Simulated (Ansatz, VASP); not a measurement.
**FeSb: VASP beside Ansatz**

Contents of INCAR:

```
  PREC = Accurate
  ENCUT = 520
  EDIFF = 1E-6
  ISMEAR = -1
  SIGMA = 0.1
  LREAL = F
  LASPH = T
  NELM = 150
  ALGO = Normal
  ISIF = 2
  LWAVE = F
  LCHARG = T
  ISPIN = 2
  MAGMOM = 3 3 0 0
  LORBIT = 11
  LMAXMIX = 4
  LELF = T
  LVHAR = T
  NBANDS = 25
```

The input KPOINTS:

```
regular mesh
0
Gamma
  8 8 6
```

Contents of POSCAR:

```
FeSb
1.0
    4.0600000000      0.0000000000      0.0000000000
   -2.0300000000      3.5160631394      0.0000000000
    0.0000000000      0.0000000000      5.1300000000
Fe Sb
2 2
Direct
    0.0000000000      0.0000000000      0.0000000000
    0.0000000000      0.0000000000      0.5000000000
    0.3333333333      0.6666666667      0.2500000000
    0.6666666667      0.3333333333      0.7500000000
```

Input for Ansatz:

```yaml
crystal:
  lattice:
    - [4.06, 0.0, 0.0]
    - [-2.03, 3.5160631394, 0.0]
    - [0.0, 0.0, 5.13]
  atoms:
    - { symbol: Fe, position: [0.0, 0.0, 0.0], spin: 3.0 }
    - { symbol: Fe, position: [0.0, 0.0, 0.5], spin: 3.0 }
    - { symbol: Sb, position: [0.3333333333, 0.6666666667, 0.25] }
    - { symbol: Sb, position: [0.6666666667, 0.3333333333, 0.75] }
magnetization:
  spin_polarized: true
kpoints:
  mp_grid: { grid: [8, 8, 6] }
scf:
  occupations: { method: fermi_dirac, width: 0.1 }
  lower_state_search: "off"
hamiltonian:
  xc: lda
  pseudopotentials: { kind: all_electron, lapw: { basis_error: 0.001 } }
output:
  forces: true
  stress: true
  eigenvalues: false
  populations: true
```

Alike in both runs: task single point; functional LDA; k mesh 8 × 8 × 6; occupations fermi-dirac, width 0.1 eV; collinear spin.

|  | VASP | Ansatz |
| --- | --- | --- |
| version | VASP 6.6.1 | Ansatz 0.2.0 |
| potentials or method | VASP PAW LDA potentials, release 64 (Fe, Sb), cutoff 520 eV | all-electron LAPW, scalar-relativistic |

|  | VASP | Ansatz | Ansatz less VASP |
| --- | --- | --- | --- |
| pressure (GPa) | -13.2 | -12.7 | +0.46 |
| traceless stress, the component that is largest in VASP (GPa) | -0.77 | -1.12 | -0.351 |
| net moment per atom (μB) | 0.65 | 0.71 | +0.057 |
| size of the moment on the site where the two differ most (μB) | 1.37 | 1.52 | +0.144 |

LDA's correlation is that of Perdew and Zunger in VASP and of Perdew and Wang (1992) in Ansatz. Site moments also hang on the region over which each program counts them. Ansatz ran all-electron here, and VASP with PAW potentials.

Neither program's run includes spin-orbit coupling.
